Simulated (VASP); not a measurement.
# SnO2 (I4_1/amd) in VASP: a series of runs

The runs below take SnO2 through single point, with LDA.

Program: VASP 6.6.1. These are calculated values, not measurements. Logs are shortened: lines on timing, memory, paths and dates and some standing lists are left out, and cuts for length are marked.

### Step 1. The cell of the first run

The structure is tetragonal, space group I4_1/amd (No. 141). Conventional cell: a = 3.970 Å, b = 3.970 Å, c = 10.175 Å, α = 90.00°, β = 90.00°, γ = 90.00°. Within 2.7 Å of Sn (site symmetry -4m2) lie 6 O at 2.04 to 2.07 Å. O (site symmetry 2mm) has 3 Sn at 2.04 to 2.07 Å and 2 O at 2.54 Å within 2.7 Å.

### Step 2. Single point, LDA

INCAR

```
  ALGO = Normal
  EDIFF = 1E-6
  ENCUT = 520
  GGA = CA
  ISIF = 2
  ISMEAR = 0
  LASPH = True
  LCHARG = True
  LELF = True
  LREAL = False
  LVHAR = True
  LWAVE = False
  NBANDS = 35
  NELM = 80
  PREC = Accurate
  SIGMA = 0.02
```

KPOINTS

```
k-points
0
Gamma
  10 10 10
```

POSCAR

```
SnO2
1.0
   -1.9849516330      1.9849516330      5.0876986906
    1.9849516330     -1.9849516330      5.0876986906
    1.9849516330      1.9849516330     -5.0876986906
Sn O
2 4
Direct
    0.7500000000      0.2500000000      0.5000000000
    0.0000000000      0.0000000000      0.0000000000
    0.7970017034      0.7970017034      0.0000000000
    0.9529982966      0.4529982966      0.5000000000
    0.2029982966      0.2029982966      0.0000000000
    0.5470017034      0.0470017034      0.5000000000
```

Potentials or basis: VASP PAW LDA potentials, release 64 (Sn_d, O).

The run is started by

```
$ cat potpaw_LDA.64/Sn_d/POTCAR potpaw_LDA.64/O/POTCAR > POTCAR
$ mpirun -np 1 vasp_std > vasp.out
```

OUTCAR:

```text
EDIFF = 1E-6
   ENCUT = 520
   GGA = CA
   ISIF = 2
   ISMEAR = 0
   LASPH = True
   LREAL = False
   NELM = 80
   PREC = Accurate

 ion  position               nearest neighbor table
   1  0.750  0.250  0.500-   3 2.04   5 2.04   3 2.04   5 2.04   4 2.07   6 2.07   2 3.23   2 3.23
                             2 3.23   2 3.23
   2  0.000  0.000  0.000-   6 2.04   4 2.04   6 2.04   4 2.04   3 2.07   5 2.07   1 3.23   1 3.23
                             1 3.23   1 3.23
   3  0.797  0.797  0.000-   1 2.04   1 2.04   2 2.07
   4  0.953  0.453  0.500-   2 2.04   2 2.04   1 2.07
   5  0.203  0.203  0.000-   1 2.04   1 2.04   2 2.07
   6  0.547  0.047  0.500-   2 2.04   2 2.04   1 2.07

  LATTYP: Found a body centered tetragonal cell.
 ALAT       =     3.9699032660
 C/A-ratio  =     2.5631348422

  Lattice vectors:

 A1 = (  -1.9849516330,   1.9849516330,   5.0876986906)
 A2 = (   1.9849516330,  -1.9849516330,   5.0876986906)
 A3 = (   1.9849516330,   1.9849516330,  -5.0876986906)

Analysis of symmetry for initial positions (statically):
=====================================================================
 Subroutine PRICEL returns:
 Original cell was already a primitive cell.

 Routine SETGRP: Setting up the symmetry group for a
 body centered tetragonal supercell.

 Subroutine GETGRP returns: Found 16 space group operations
 (whereof  8 operations were pure point group operations)
 out of a pool of 16 trial point group operations.

The static configuration has the point symmetry D_2d.
 The point group associated with its full space group is D_4h.

Analysis of symmetry for dynamics (positions and initial velocities):
=====================================================================
 Subroutine PRICEL returns:
 Original cell was already a primitive cell.

 Routine SETGRP: Setting up the symmetry group for a
 body centered tetragonal supercell.

 Subroutine GETGRP returns: Found 16 space group operations
 (whereof  8 operations were pure point group operations)
 out of a pool of 16 trial point group operations.

The dynamic configuration has the point symmetry D_2d.
 The point group associated with its full space group is D_4h.

 Subroutine INISYM returns: Found 16 space group operations
 (whereof  8 operations are pure point group operations),
 and found     1 'primitive' translations

----------------------------------------------------------------------------------------
[... 99 lines left out ...]
   ENCUT  =  520.0 eV  38.22 Ry    6.18 a.u.  10.80 10.80 10.80*2*pi/ulx,y,z
   NELM   =     80;   NELMIN=  2; NELMDL= -5     # of ELM steps
   EDIFF  = 0.1E-05   stopping-criterion for ELM
   LREAL  =      F    real-space projection
   EDIFFG = 0.1E-04   stopping-criterion for IOM
   NSW    =      0    number of steps for IOM
   IBRION =     -1    ionic relax: 0-MD 1-quasi-New 2-CG
   NFREE  =      0    steps in history (QN), initial steepest desc. (CG)
   ISIF   =      2    stress and relaxation
   ISYM   =      2    0-nonsym 1-usesym 2-fastsym
   POTIM  = 0.5000    time-step for ionic-motion
   TEBEG  =    0.0;   TEEND  =   0.0 temperature during run
   PSTRESS=    0.0 pullay stress
   NELECT =      52.0000    total number of electrons
   NUPDOWN=      -1.0000    fix difference up-down
   EMIN   =  10.00;   EMAX   =-10.00  energy-range for DOS
   EFERMI =   0.00;   METHOD = LEGACY
   ISMEAR =     0;   SIGMA  =   0.02  broadening in eV -4-tet -1-fermi 0-gaus
   EFERMI_NEDOS =   21; number of points for ismear=-14 and -15
   IALGO  =     38    algorithm
   IMIX   =      4    mixing-type and parameters
     AMIX     =   0.40;   BMIX     =  1.00
     AMIX_MAG =   1.60;   BMIX_MAG =  1.00
  volume/ion in A,a.u.               =      13.36        90.18
  Fermi-wavevector in a.u.,A,eV,Ry     =   1.417040  2.677818 27.320542  2.008003
  Thomas-Fermi vector in A             =   2.538312
   LORBIT       =      0    0 simple, 1 ext, 2 COOP (PROOUT), +10 PAW based schemes
   GGA     = CA    functional components
   LHFCALC =     F    Hartree Fock is set to
   AEXX    =    0.0000 exact exchange contribution
   IVDW    =     0    specifies the selected vdW correction
   LEPSILON=     F    determine dielectric tensor
   LRPA    =     F    only Hartree local field effects (RPA)
 non-spin polarized calculation
 Gauss-broadening in eV      SIGMA  =   0.02
  energy-cutoff  :      520.00
  volume of cell :       80.18
 maximum number of plane-waves:      2202
 NGX is ok and might be reduce to    48
   NGX = 21   NGY = 21   NGZ = 21

 number of electron      52.0000004 magnetization

 Free energy of the ion-electron system (eV)
  ---------------------------------------------------
  ext. energy  EPLUGINS =         0.00000000
  ---------------------------------------------------
  free energy    TOTEN  =       -41.73406223 eV

  energy without entropy =      -41.73406223  energy(sigma->0) =      -41.73406223

 E-fermi :   4.0671     XC(G=0): -10.9770

 val. band max:        3.9637872531   @ k =   0.3000   0.3000   0.2000
 cond. band min:       5.7467003008   @ k =   0.0000   0.0000   0.0000
 fundamental gap:      1.7829130477
 Fermi energy:         4.0671272884

 k-point     1 :       0.0000    0.0000    0.0000
  band No.  band energies     occupation
      1     -16.3319      2.00000
      2     -16.3102      2.00000
      3     -16.1617      2.00000
      4     -15.5908      2.00000
      5     -15.4621      2.00000
      6     -15.4621      2.00000
[... 901 lines left out ...]
     34      15.2010      0.00000
     35      16.5532      0.00000

 [... further k-points ...]
[... 5 lines left out ...]
  --------------------------------------------------------------------------------------
  -------------------------------------------------------------------------------------
  Total        0.5498105      0.5498105      0.7552835      0.0000000      0.0000000      0.0000000
  in kB       10.9860699     10.9860699     15.0917419      0.0000000      0.0000000      0.0000000
  external PRESSURE =      12.3546272 kB  Pullay stress =       0.0000000 kB

 VOLUME and BASIS-vectors are now :
 -----------------------------------------------------------------------------
  energy-cutoff  :      520.00
  volume of cell :       80.18
      direct lattice vectors                 reciprocal lattice vectors
    -1.984951633  1.984951633  5.087698691     0.000000000  0.251895307  0.098276260
     1.984951633 -1.984951633  5.087698691     0.251895307  0.000000000  0.098276260
     1.984951633  1.984951633 -5.087698691     0.251895307  0.251895307  0.000000000

 POSITION                                       TOTAL-FORCE (eV/Angst)
 -----------------------------------------------------------------------------------
     -0.00000      1.98495      2.54385         0.000000      0.000000      0.000000
      0.00000      0.00000      0.00000         0.000000      0.000000      0.000000
      0.00000      0.00000      8.10981        -0.000000     -0.000000     -0.048847
     -0.00000      1.98495      4.60944         0.000000      0.000000      0.048847
      0.00000      0.00000      2.06559        -0.000000     -0.000000      0.048847
      0.00000      1.98495      0.47826         0.000000      0.000000     -0.048847
 -----------------------------------------------------------------------------------
    total drift:                                0.000000     -0.000000      0.000000

  FREE ENERGIE OF THE ION-ELECTRON SYSTEM (eV)
  ---------------------------------------------------
  free  energy   TOTEN  =       -41.7340622290 eV

  energy  without entropy=      -41.7340622290  energy(sigma->0) =      -41.73406223
```

Wall time 4.3 min (1 thread of Intel Xeon 6975P-C (Granite Rapids), shared host); peak memory 0.39 GiB.

What came out:

```yaml
Free_energy: -41.7341 eV
Pressure: 1.2 GPa
Largest_force: 0.049 eV/Å
Band_gap_on_the_k_mesh: 1.78 eV, indirect (least direct gap 2.18 eV)
```

Forces in eV/Å, atoms in the order of the input:
```
Sn   0.000  0.000  0.000
Sn   0.000  0.000  0.000
O    0.000  0.000 -0.049
O    0.000  0.000  0.049
O    0.000  0.000  0.049
O    0.000  0.000 -0.049
```

Caveat: spin-orbit coupling is left out, which moves the levels of the heavy elements. A k mesh can miss the band edges.

### Step 3. Single point, LDA

INCAR

```
SYSTEM = SnO2
ALGO = Normal ; EDIFF = 1E-6
ENCUT = 520 ; GGA = CA
ISIF = 2 ; ISMEAR = 0
LASPH = .TRUE. ; LCHARG = .FALSE.
LREAL = .FALSE. ; LWAVE = .FALSE.
NBANDS = 35 ; NELM = 100
PREC = Accurate ; SIGMA = 0.05
```

KPOINTS

```
k-points
0
G
  10 10 10
  0 0 0
```

POSCAR is that of step 2.

Potentials or basis: VASP PAW LDA potentials, release 64 (Sn_d, O).

The run is started by

```
$ cat potpaw_LDA.64/Sn_d/POTCAR potpaw_LDA.64/O/POTCAR > POTCAR
$ mpirun -np 1 vasp_std > vasp.out
```

OUTCAR:

```text
SYSTEM = SnO2
   EDIFF = 1E-6
   ENCUT = 520
   GGA = CA
   ISIF = 2
   ISMEAR = 0
   LASPH = .TRUE.
   LREAL = .FALSE.
   NELM = 100
   PREC = Accurate

 ion  position               nearest neighbor table
   1  0.750  0.250  0.500-   3 2.04   5 2.04   3 2.04   5 2.04   4 2.07   6 2.07   2 3.23   2 3.23
                             2 3.23   2 3.23
   2  0.000  0.000  0.000-   6 2.04   4 2.04   6 2.04   4 2.04   3 2.07   5 2.07   1 3.23   1 3.23
                             1 3.23   1 3.23
   3  0.797  0.797  0.000-   1 2.04   1 2.04   2 2.07
   4  0.953  0.453  0.500-   2 2.04   2 2.04   1 2.07
   5  0.203  0.203  0.000-   1 2.04   1 2.04   2 2.07
   6  0.547  0.047  0.500-   2 2.04   2 2.04   1 2.07

  LATTYP: Found a body centered tetragonal cell.
 ALAT       =     3.9699032660
 C/A-ratio  =     2.5631348422

  Lattice vectors:

 A1 = (  -1.9849516330,   1.9849516330,   5.0876986906)
 A2 = (   1.9849516330,  -1.9849516330,   5.0876986906)
 A3 = (   1.9849516330,   1.9849516330,  -5.0876986906)

Analysis of symmetry for initial positions (statically):
=====================================================================
 Subroutine PRICEL returns:
 Original cell was already a primitive cell.

 Routine SETGRP: Setting up the symmetry group for a
 body centered tetragonal supercell.

 Subroutine GETGRP returns: Found 16 space group operations
 (whereof  8 operations were pure point group operations)
 out of a pool of 16 trial point group operations.

The static configuration has the point symmetry D_2d.
 The point group associated with its full space group is D_4h.

Analysis of symmetry for dynamics (positions and initial velocities):
=====================================================================
 Subroutine PRICEL returns:
 Original cell was already a primitive cell.

 Routine SETGRP: Setting up the symmetry group for a
[... 129 lines left out ...]
   EFERMI =   0.00;   METHOD = LEGACY
   ISMEAR =     0;   SIGMA  =   0.05  broadening in eV -4-tet -1-fermi 0-gaus
   EFERMI_NEDOS =   21; number of points for ismear=-14 and -15
   IALGO  =     38    algorithm
   IMIX   =      4    mixing-type and parameters
     AMIX     =   0.40;   BMIX     =  1.00
     AMIX_MAG =   1.60;   BMIX_MAG =  1.00
  volume/ion in A,a.u.               =      13.36        90.18
  Fermi-wavevector in a.u.,A,eV,Ry     =   1.417040  2.677818 27.320542  2.008003
  Thomas-Fermi vector in A             =   2.538312
   LORBIT       =      0    0 simple, 1 ext, 2 COOP (PROOUT), +10 PAW based schemes
   GGA     = CA    functional components
   LHFCALC =     F    Hartree Fock is set to
   AEXX    =    0.0000 exact exchange contribution
   IVDW    =     0    specifies the selected vdW correction
   LEPSILON=     F    determine dielectric tensor
   LRPA    =     F    only Hartree local field effects (RPA)
 non-spin polarized calculation
 Gauss-broadening in eV      SIGMA  =   0.05
  energy-cutoff  :      520.00
  volume of cell :       80.18
 maximum number of plane-waves:      2202
 NGX is ok and might be reduce to    48
   NGX = 21   NGY = 21   NGZ = 21

 number of electron      52.0000004 magnetization

 Free energy of the ion-electron system (eV)
  ---------------------------------------------------
  ext. energy  EPLUGINS =         0.00000000
  ---------------------------------------------------
  free energy    TOTEN  =       -41.73406223 eV

  energy without entropy =      -41.73406223  energy(sigma->0) =      -41.73406223

 E-fermi :   4.1759     XC(G=0): -10.9770

 val. band max:        3.9637872530   @ k =   0.3000   0.3000   0.2000
 cond. band min:       5.7467003008   @ k =   0.0000   0.0000   0.0000
 fundamental gap:      1.7829130478
 Fermi energy:         4.1758971253

 k-point     1 :       0.0000    0.0000    0.0000
  band No.  band energies     occupation
      1     -16.3319      2.00000
      2     -16.3102      2.00000
      3     -16.1617      2.00000
      4     -15.5908      2.00000
      5     -15.4621      2.00000
      6     -15.4621      2.00000
[... 901 lines left out ...]
     34      15.2010      0.00000
     35      16.5532      0.00000

 [... further k-points ...]
[... 5 lines left out ...]
  --------------------------------------------------------------------------------------
  -------------------------------------------------------------------------------------
  Total        0.5498105      0.5498105      0.7552836      0.0000000      0.0000000      0.0000000
  in kB       10.9860705     10.9860705     15.0917437      0.0000000      0.0000000      0.0000000
  external PRESSURE =      12.3546282 kB  Pullay stress =       0.0000000 kB

 VOLUME and BASIS-vectors are now :
 -----------------------------------------------------------------------------
  energy-cutoff  :      520.00
  volume of cell :       80.18
      direct lattice vectors                 reciprocal lattice vectors
    -1.984951633  1.984951633  5.087698691     0.000000000  0.251895307  0.098276260
     1.984951633 -1.984951633  5.087698691     0.251895307  0.000000000  0.098276260
     1.984951633  1.984951633 -5.087698691     0.251895307  0.251895307  0.000000000

 POSITION                                       TOTAL-FORCE (eV/Angst)
 -----------------------------------------------------------------------------------
     -0.00000      1.98495      2.54385         0.000000      0.000000      0.000000
      0.00000      0.00000      0.00000         0.000000      0.000000      0.000000
      0.00000      0.00000      8.10981         0.000000     -0.000000     -0.048847
     -0.00000      1.98495      4.60944        -0.000000      0.000000      0.048847
      0.00000      0.00000      2.06559         0.000000     -0.000000      0.048847
      0.00000      1.98495      0.47826        -0.000000      0.000000     -0.048847
 -----------------------------------------------------------------------------------
    total drift:                                0.000000     -0.000000      0.000000

  FREE ENERGIE OF THE ION-ELECTRON SYSTEM (eV)
  ---------------------------------------------------
  free  energy   TOTEN  =       -41.7340622292 eV

  energy  without entropy=      -41.7340622292  energy(sigma->0) =      -41.73406223
```

It took 4.6 min on 1 thread of Intel Xeon 6975P-C (Granite Rapids), shared host; peak memory 0.39 GiB.

Results:

* Free energy: -41.7341 eV
* Pressure: 1.2 GPa
* Largest force: 0.049 eV/Å
* Band gap on the k mesh: 1.78 eV, indirect (least direct gap 2.18 eV)

Forces on the atoms (eV/Å):
```
Sn   0.000  0.000  0.000
Sn   0.000  0.000  0.000
O    0.000  0.000 -0.049
O    0.000  0.000  0.049
O    0.000  0.000  0.049
O    0.000  0.000 -0.049
```

Caveat: spin-orbit coupling is left out, which moves the levels of the heavy elements. A k mesh can miss the band edges.
